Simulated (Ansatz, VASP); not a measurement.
# PtS2 in VASP and in Ansatz

```
CELL_PARAMETERS angstrom
3.54153 0.00000 0.00000
-1.77076 3.06705 0.00000
0.00000 0.00000 22.46706
ATOMIC_POSITIONS crystal
S 0.66667 0.33333 0.20029
S 0.33333 0.66667 0.31083
S 0.33333 0.66667 0.47507
S 0.00000 0.00000 0.58562
Pt 0.00000 0.00000 0.25556
Pt 0.66667 0.33333 0.53035
```

Alike in both runs: task single point; functional PBE; dispersion D3(BJ); k mesh 9 × 9 × 1; occupations gaussian, width 0.05 eV; no spin polarisation.

|  | VASP | Ansatz |
| --- | --- | --- |
| version | VASP 6.6.1 | Ansatz 0.2.0 |
| potentials or method | VASP PAW PBE potentials, release 64 (S, Pt), cutoff 520 eV | scalar-relativistic, plane waves, PAW |
| valence electrons in the cell | 44 | 60 |

```tsv
	VASP	Ansatz	Ansatz less VASP
gap on the k mesh at the Fermi level (eV)	1.49	1.48	-0.006
least direct gap on the mesh (eV)	1.59	1.58	-0.007
rms of the force components (eV/Å)	0.021	0.013	-0.0078
```

VASP's potentials hold 44 valence electrons a cell and Ansatz's 60, so a difference there can come from the potentials and not from the codes.

Neither program's run includes spin-orbit coupling.
